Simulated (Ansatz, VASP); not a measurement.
Si16N in VASP and in Ansatz

```xyz
17
Lattice="0.0000 5.4300 5.4300 5.4300 0.0000 5.4300 5.4300 5.4300 0.0000" Properties=species:S:1:pos:R:3 pbc="T T T"
Si   -0.3192   -0.0637   -0.0456
Si    1.0498    1.2633    1.3328
Si    2.4682    2.6306    0.0418
Si    3.8179    3.8426    1.4881
Si    2.4319   -0.0367    2.7066
Si    3.8239    1.4308    3.8515
Si    6.0085    2.9863    2.5086
Si    6.6721    4.2010    4.3092
Si   -0.1324    2.7244    2.7444
Si    1.1951    4.0973    4.1171
Si    2.6791    5.3775    2.8243
Si    3.9635    6.8299    4.1488
Si    2.7355    2.8127    5.3441
Si    3.9542    4.1317    6.8656
Si    5.3106    5.5819    5.6097
Si    7.0378    6.7496    6.7034
N     9.8113    7.8430    2.4702
```

Alike in both runs: functional PBEsol; k mesh 2 × 2 × 2; occupations gaussian, width 0.02 eV; collinear spin.

Ansatz relaxed the structure, and its values are those at the end. VASP's run is a single point on that final structure, the one shown.

|  | VASP | Ansatz |
| --- | --- | --- |
| version | VASP 6.6.1 | Ansatz 0.2.0 |
| potentials or method | VASP PAW PBE potentials, release 64 (Si, N), cutoff 520 eV | scalar-relativistic, plane waves, PAW |
| valence electrons in the cell | 69 | 69 |

|  | VASP | Ansatz | Ansatz less VASP |
| --- | --- | --- | --- |
| rms of the force components (eV/Å) | 0.009 | 0.007 | -0.0016 |
| net moment per atom (μB) | 0.00 | 0.00 | 0.000 |

VASP's potentials were made for PBE, not for PBEsol, and Ansatz warns of the same on its side. Ansatz's warnings: filled band counts differ across k points, seeded moment not kept.

The k mesh is coarse, so the values compare programs but aren't converged.
